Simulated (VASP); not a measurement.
Input of a VASP 6.6.1 run:

The input INCAR:

```
SYSTEM = NbSi
ALGO     = Normal         ! electronic algorithm
EDIFF    = 1E-8           ! SCF threshold, eV
ENCUT    = 600            ! plane-wave cutoff, eV
GGA      = PE             ! functional
IBRION   = 6              ! ionic algorithm
ISIF     = 3              ! what is computed and relaxed
ISMEAR   = -1             ! smearing method
LASPH    = .True.         ! aspherical terms in the spheres
LCHARG   = .True.         ! write CHGCAR
LREAL    = .False.        ! projectors in reciprocal space
LWAVE    = .False.        ! write WAVECAR
NBANDS   = 16             ! bands
NELM     = 80             ! most SCF steps
NFREE    = 2            
NSW      = 1              ! ionic steps
POTIM    = 0.015          ! step
PREC     = Accurate       ! precision mode
SIGMA    = 0.05           ! smearing width, eV
```

The input KPOINTS:

```
k-points
0
Gamma
  7 7 7
  0 0 0
```

File POSCAR:

```
NbSi
1.0
    0.0000000000      2.5738300000      2.5738300000
    2.5738300000      0.0000000000      2.5738300000
    2.5738300000      2.5738300000      0.0000000000
Nb Si
1 1
Direct
    0.0000000000      0.0000000000      0.0000000000
    0.5000000000      0.5000000000      0.5000000000
```

Potentials or basis: VASP PAW PBE potentials, release 64 (Nb_sv, Si).

Command:

```console
$ cat potpaw_PBE.64/Nb_sv/POTCAR potpaw_PBE.64/Si/POTCAR > POTCAR
$ mpirun -np 1 vasp_std > vasp.out
```

Q: What does it give for the elastic constants C11, C12, C44?

A: 376, 39, 24 GPa.

Q: Estimate the Voigt bulk modulus.

A: 152 GPa.

Q: What does it give for the highest phonon frequency at Γ?

A: 361 cm⁻¹.

Phonon frequencies in cm⁻¹ (negative: imaginary):
| q point | frequencies |
| --- | --- |
| (0.000, 0.000, 0.000) | 0 0 0 361 361 361 |
